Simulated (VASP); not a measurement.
Set up this calculation in VASP 6.6.1, as the native input.

```
Task                   : relaxation of cell and atoms
Functional             : PBE
Potentials or basis    : VASP PAW PBE potentials, release 64 (As)
Cutoff                 : 600 eV
k mesh                 : 17 × 17 × 17
Occupations            : fermi-dirac, width 0.1 eV
Spin                   : no spin polarisation
Dipole correction      : no
Further INCAR settings : ALGO = Normal; EDIFF = 1e-06; IBRION = 2; EDIFFG = -0.005; NSW = 60; ISIF = 3
```

The structure of As lies in POSCAR:

```
As
1.0
   -2.6105541945      2.6105541945      1.4358048070
    2.6105541945     -2.6105541945      1.4358048070
    2.6105541945      2.6105541945     -1.4358048070
As
2
Direct
   -0.3750000000     -0.1250000000     -0.2500000000
    0.3750000000      0.1250000000      0.2500000000
```

One way to write it, as run:

INCAR

```
SYSTEM = As
ALGO = Normal
EDIFF = 1E-6
EDIFFG = -0.005
ENCUT = 600
GGA = PE
IBRION = 2
ISIF = 3
ISMEAR = -1
LASPH = .TRUE.
LCHARG = .FALSE.
LREAL = .FALSE.
LWAVE = .FALSE.
NELM = 100
NSW = 60
PREC = Accurate
SIGMA = 0.1
```

KPOINTS

```
k-points
0
G
  17 17 17
  0 0 0
```

Potentials or basis: VASP PAW PBE potentials, release 64 (As).

The run is started by

```sh
$ cat potpaw_PBE.64/As/POTCAR > POTCAR
$ mpirun -np 1 vasp_std > vasp.out
```

Results of the run:

The relaxed volume is 20.32 Å³/atom. The relaxed cell is a = 4.039 Å, b = 4.039 Å, c = 4.039 Å, α = 97.12°, β = 97.12°, γ = 138.79°, the space group after relaxing (to 0.1 Å) is I4_1/amd (No. 141) and the energy gained by relaxing is 12.6 meV/atom. The ionic steps are 6 and the pressure after relaxing is 0.0 GPa. The band gap on the k mesh is zero (bands 5 and 6 overlap by 6.38 eV).

Run time: 9.4 min on 1 thread of Oxide Virtual Turin-like Processor, on a shared host, peak memory 0.29 GiB.
